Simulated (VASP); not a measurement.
Write the native input for VASP 6.6.1 that does the following.

```
Task                   : relaxation of cell and atoms
Functional             : PBE
Potentials or basis    : VASP PAW PBE potentials, release 64 (Al, B, Sb_d_GW)
Cutoff                 : 560 eV
k mesh                 : 3 × 3 × 3
Occupations            : gaussian, width 0.2 eV
Spin                   : no spin polarisation
Dipole correction      : no
Further INCAR settings : ALGO = Normal; EDIFF = 1e-07; IBRION = 2; EDIFFG = -0.08; NSW = 36; ISIF = 3
```

The structure of Al3BSb2 lies in POSCAR:

```
Al3BSb2
1.0
    5.7650000000     -3.3100000000      0.0000000000
    5.7650000000      3.3100000000      0.0000000000
    0.0000000000      0.0000000000      5.7200000000
Al B Sb
6 2 4
Direct
    0.4523000000      0.8369000000      0.4115000000
    0.1631000000      0.5477000000      0.4115000000
    0.8865000000      0.1135000000      0.3470000000
    0.8369000000      0.4523000000      0.9115000000
    0.5477000000      0.1631000000      0.9115000000
    0.1135000000      0.8865000000      0.8470000000
    0.1700000000      0.8300000000      0.4900000000
    0.8300000000      0.1700000000      0.9900000000
    0.5180000000      0.8280000000      0.0000000000
    0.1720000000      0.4820000000      0.0000000000
    0.4820000000      0.1720000000      0.5000000000
    0.8280000000      0.5180000000      0.5000000000
```

These files were run (other wordings do the same):

INCAR

```
PREC = Accurate ; ENCUT = 560
EDIFF = 1E-7 ; ISMEAR = 0
SIGMA = 0.2 ; LREAL = F
LASPH = T ; NELM = 120
ALGO = Normal ; ISIF = 3
LWAVE = F ; LCHARG = F
GGA = PE ; IBRION = 2
NSW = 36 ; EDIFFG = -0.08
GGA_COMPAT = F ; NELMIN = 4
```

KPOINTS

```
regular mesh
0
Gamma
  3 3 3
```

Potentials or basis: VASP PAW PBE potentials, release 64 (Al, B, Sb_d_GW).

The run is started by

```sh
$ cat potpaw_PBE.64/Al/POTCAR potpaw_PBE.64/B/POTCAR potpaw_PBE.64/Sb_d_GW/POTCAR > POTCAR
$ mpirun -np 1 vasp_std > vasp.out
```

It gave:

| Property | Result |
| --- | --- |
| Relaxed volume | 23.78 Å³/atom |
| Relaxed cell | a = 7.245 Å, b = 7.245 Å, c = 6.306 Å, α = 90.00°, β = 90.00°, γ = 59.54° |
| Space group after relaxing (to 0.1 Å) | Cmc2_1 (No. 36) |
| Energy gained by relaxing | 539.2 meV/atom |
| Ionic steps | 11 |
| Pressure after relaxing | -0.1 GPa |
| Largest force after relaxing | 0.078 eV/Å |
| Band gap on the k mesh | zero (bands 42 and 43 overlap by 0.61 eV) |

Caveat: the k points lie up to 0.34 Å⁻¹ apart in the final cell, too coarse for converged energies and pressures of a metal; the volume moved by over 15 % at a fixed basis, so the end points are rough; semilocal functionals underestimate gaps, and a narrow one can read as zero; spin-orbit coupling is left out, which moves the levels of the heavy elements; the relaxation stopped at a loose force limit of 0.08 eV/Å, so its end isn't a converged minimum.

It took 25 min on 1 thread of Intel(R) Xeon(R) Platinum 8375C CPU @ 2.90GHz (Ice Lake), with other jobs on the host, peak memory 0.46 GiB.
